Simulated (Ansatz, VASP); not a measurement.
# Lu: VASP beside Ansatz

Contents of INCAR:

```
  PREC = Accurate
  ENCUT = 520
  EDIFF = 1E-6
  ISMEAR = -1
  SIGMA = 0.1
  LREAL = F
  LASPH = T
  NELM = 60
  ALGO = Normal
  ISIF = 2
  LWAVE = F
  LCHARG = T
  GGA = B5
  ALDAX = 1.0
  AGGAX = 1.0
  AGGAC = 1.0
  ALDAC = 0.0
  LELF = T
  LVHAR = T
  NBANDS = 18
```

KPOINTS

```
regular mesh
0
Gamma
  12 12 12
```

The input POSCAR:

```
Lu
1.0
    0.0000000000      2.3902880856      2.3902880856
    2.3902880856      0.0000000000      2.3902880856
    2.3902880856      2.3902880856      0.0000000000
Lu
1
Direct
    0.0000000000      0.0000000000      0.0000000000
```

Input for Ansatz:

```yaml
crystal:
  lattice:
    - [0.0, 2.3902880856, 2.3902880856]
    - [2.3902880856, 0.0, 2.3902880856]
    - [2.3902880856, 2.3902880856, 0.0]
  atoms:
    - { symbol: Lu, position: [0.0, 0.0, 0.0] }
hamiltonian:
  xc: blyp
  pseudopotentials:
    kind: paw
    azcp:
      Lu: "pseudopotentials/Lu.paw.azcp"
basis:
  ecutwfc: 420
  fft_grid_basis: typed
kpoints:
  mp_grid: { grid: [12, 12, 12], shift: [0, 0, 0] }
magnetization:
  spin_polarized: false
scf:
  occupations: { method: fermi_dirac, width: 0.1 }
  lower_state_search: "off"
output:
  stress: true
```

Alike in both runs: task single point; functional BLYP; k mesh 12 × 12 × 12; occupations fermi-dirac, width 0.1 eV; no spin polarisation.

|  | VASP | Ansatz |
| --- | --- | --- |
| version | VASP 6.6.1 | Ansatz 0.2.0 |
| potentials or method | VASP PAW PBE potentials, release 64 (Lu), cutoff 520 eV | plane waves (420 eV) with PAW, scalar-relativistic |
| valence electrons in the cell | 25 | 25 |

|  | VASP | Ansatz | Ansatz less VASP |
| --- | --- | --- | --- |
| pressure (GPa) | 4.3 | 4.0 | -0.27 |

VASP's potentials were made for PBE, not for BLYP. With one functional, cell and mesh, what is left measures potentials, basis and numerics.

Neither program's run includes spin-orbit coupling.
